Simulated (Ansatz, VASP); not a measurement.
## BiSbTe2S in VASP and in Ansatz

```xyz
5
Lattice="4.4111 0.0000 0.0000 0.0000 4.4111 0.0000 0.0000 0.0000 9.6496" Properties=species:S:1:pos:R:3 pbc="T T T"
Sb    0.0000    0.0000    4.8248
Bi    2.2055    2.2055    4.8248
Te    2.2055    2.2055    2.6062
Te    2.2055    2.2055    7.0434
S     2.2055    2.2055    0.0000
```

Alike in both runs: task single point; functional PBE; k mesh 4 × 4 × 2; occupations gaussian, width 0.1 eV; no spin polarisation.

```csv
,VASP,Ansatz
version,VASP 6.6.1,Ansatz 0.2.0
potentials or method,"VASP PAW PBE potentials, release 64 (Sb, Bi_d, Te, S), cutoff 520 eV","scalar-relativistic, plane waves, PAW"
valence electrons in the cell,38,68
```

```tsv
	VASP	Ansatz	Ansatz less VASP
gap on the k mesh at the Fermi level (eV)	none	none	-
pressure (GPa)	19.9	20.0	+0.05
traceless stress, the component that is largest in VASP (GPa)	33.73	33.85	+0.118
rms of the force components (eV/Å)	5.691	5.687	-0.0044
```

Atom by atom the forces differ by 0.004 eV/Å (rms over components). A gap of «none» marks a metal or a gap that the smearing closes. VASP's potentials hold 38 valence electrons a cell and Ansatz's 68, so a difference there can come from the potentials and not from the codes.

Neither program's run includes spin-orbit coupling.
